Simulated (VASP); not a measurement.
Write the native input for VASP 6.6.1 that does the following.

| Quantity | Value |
| --- | --- |
| Task | single point |
| Functional | PBEsol |
| Potentials or basis | VASP PAW PBE potentials, release 64 (Cu) |
| Cutoff | 520 eV |
| k mesh | 15 × 15 × 15 |
| Occupations | fermi-dirac, width 0.05 eV |
| Spin | no spin polarisation |
| Dipole correction | no |
| Further INCAR settings | ALGO = Normal; EDIFF = 1e-06; NBANDS = 12 |

The structure of Cu lies in POSCAR:

```
Cu
1.0
    0.0000000000      1.7617926977      1.7617926977
    1.7617926977      0.0000000000      1.7617926977
    1.7617926977      1.7617926977      0.0000000000
Cu
1
Direct
    0.0000000000      0.0000000000      0.0000000000
```

These files were run (other wordings do the same):

INCAR

```
SYSTEM = Cu
ALGO = Normal
EDIFF = 1E-6
ENCUT = 520
GGA = PS
ISIF = 2
ISMEAR = -1
LASPH = .True.
LCHARG = .True.
LELF = .True.
LREAL = .False.
LVHAR = .True.
LWAVE = .False.
NBANDS = 12
NELM = 100
PREC = Accurate
SIGMA = 0.05
```

KPOINTS

```
k-points
0
Gamma
  15 15 15
  0 0 0
```

Potentials or basis: VASP PAW PBE potentials, release 64 (Cu).

Run with:

```sh
$ cat potpaw_PBE.64/Cu/POTCAR > POTCAR
$ mpirun -np 1 vasp_std > vasp.out
```

It gave:

The pressure is 6.7 GPa.

Caveat: the PAW data sets were made with another functional, which shifts forces and pressure a little.

It took 12 s on 1 thread of Intel(R) Xeon(R) 6975P-C (Granite Rapids), on a shared host, peak memory 0.12 GiB.
